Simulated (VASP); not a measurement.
A run of VASP 6.6.1 is set up as follows.

File POSCAR:

```
Mn
1.0
    2.3922114052      0.0000000000      0.0000000000
   -1.1961057026      2.0717158482      0.0000000000
    0.0000000000      0.0000000000      7.7398498753
Mn
4
Direct
    1.0000000000      1.0000000000      0.0000000000
    1.0000000000      0.0000000000      0.5000000000
    0.3333333333      0.6666666667      0.2500000000
    0.6666666667      0.3333333333      0.7500000000
```

File INCAR.step1:

```
PREC = Accurate
ENCUT = 520
ISMEAR = -1
SIGMA = 0.1
LREAL = False
LASPH = True
NELM = 60
NBANDS = 34
GGA = PE
ALGO = Normal
EDIFF = 1E-4
LWAVE = True
LCHARG = False
```

INCAR.step2

```
PREC = Accurate
ENCUT = 520
EDIFF = 1E-6
ISMEAR = -1
SIGMA = 0.1
LREAL = False
LASPH = True
NELM = 60
ALGO = Normal
ISIF = 2
LWAVE = False
LCHARG = False
METAGGA = R2SCAN
LMIXTAU = True
NBANDS = 34
ISTART = 1
```

KPOINTS

```
regular mesh
0
Gamma
  16 16 5
```

Potentials or basis: VASP PAW PBE potentials, release 64 (Mn_pv).

Command:

```console
$ cat potpaw_PBE.64/Mn_pv/POTCAR > POTCAR
$ cp INCAR.step1 INCAR
$ mpirun -np 1 vasp_std > vasp.out
$ cp INCAR.step2 INCAR
$ mpirun -np 1 vasp_std > vasp.out
```

(1) Estimate the pressure.

(2) Estimate the band gap on the k mesh.

## Answers

(1) 31.1 GPa.

(2) zero (bands 26 and 27 overlap by 2.56 eV).

Caveat: the cell stands under pressure; the PAW data sets were made with another functional, which shifts forces and pressure a little; the run has no spin polarisation, though such a crystal can be magnetic.
